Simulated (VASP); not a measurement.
A run of VASP 6.6.1 is set up as follows.

The input INCAR:

```
  PREC = Accurate
  ENCUT = 520
  EDIFF = 1E-8
  ISMEAR = -1
  SIGMA = 0.02
  LREAL = False
  LASPH = True
  NELM = 150
  ALGO = Normal
  ISIF = 2
  LWAVE = False
  LCHARG = False
  LNONCOLLINEAR = True
  MAGMOM = 0 0 0 0 0 0
  LORBIT = 11
  LSORBIT = True
  GGA_COMPAT = False
  LORBMOM = True
  GGA = PE
  LEFG = True
  NBANDS = 30
```

The input KPOINTS:

```
regular mesh
0
Gamma
  13 13 13
```

Contents of POSCAR:

```
GaN
1.0
    0.0000000000      1.9925000000      1.9925000000
    1.9925000000      0.0000000000      1.9925000000
    1.9925000000      1.9925000000      0.0000000000
Ga N
1 1
Direct
    0.5000000000      0.5000000000      0.5000000000
    0.0000000000      0.0000000000      0.0000000000
```

Potentials or basis: VASP PAW PBE potentials, release 64 (Ga_d, N).

Launch:

```sh
$ cat potpaw_PBE.64/Ga_d/POTCAR potpaw_PBE.64/N/POTCAR > POTCAR
$ mpirun -np 1 vasp_ncl > vasp.out
```

Problem. Predict the net moment.

Solution. 0.00 μB per cell.

Problem. Estimate the pressure.

Solution. 70.3 GPa.

Moments on the atoms (μB; x, y, z):
```
Ga  0.00 0.00 0.00
N   0.00 0.00 0.00
```

Caveat: the cell stands under pressure.
